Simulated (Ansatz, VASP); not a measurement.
**Two plane-wave programs on BaTiO3**

```
CELL_PARAMETERS angstrom
4.10501 0.00000 0.00000
0.00000 4.10501 0.00000
0.00000 0.00000 4.32650
ATOMIC_POSITIONS crystal
Ba 0.50000 0.50000 0.60485
Ti 0.00000 0.00000 0.11454
O 0.00000 0.50000 0.05741
O 0.50000 0.00000 0.05741
O 0.00000 0.00000 0.52579
```

Change from the starting cell: equal strain along all axes, cell held, atoms relaxed: +3.0 %.

Alike in both runs: functional PBE; k mesh 8 × 8 × 6; occupations gaussian, width 0.02 eV; no spin polarisation.

Ansatz relaxed the structure, and its values are those at the end. VASP's run is a single point on that final structure, the one shown.

|  | VASP | Ansatz |
| --- | --- | --- |
| version | VASP 6.6.1 | Ansatz 0.2.0 |
| potentials or method | VASP PAW PBE potentials, release 64 (Ba_sv, Ti_sv, O_h), cutoff 1340 eV | scalar-relativistic, plane waves, PAW |
| valence electrons in the cell | 40 | 40 |

VASP gave:

```
gap on the k mesh at the Fermi level (eV) : 1.71
least direct gap on the mesh (eV)         : 2.28
pressure (GPa)                            : -7.7
rms of the force components (eV/Å)        : 0.030
```

Question: What did Ansatz give for the same quantities?

Answer: gap on the k mesh at the Fermi level (eV): 1.75; least direct gap on the mesh (eV): 2.31; pressure (GPa): -8.7; rms of the force components (eV/Å): 0.003.

Ansatz's warnings: stress scf threshold loose.

Spin-orbit coupling is off throughout.
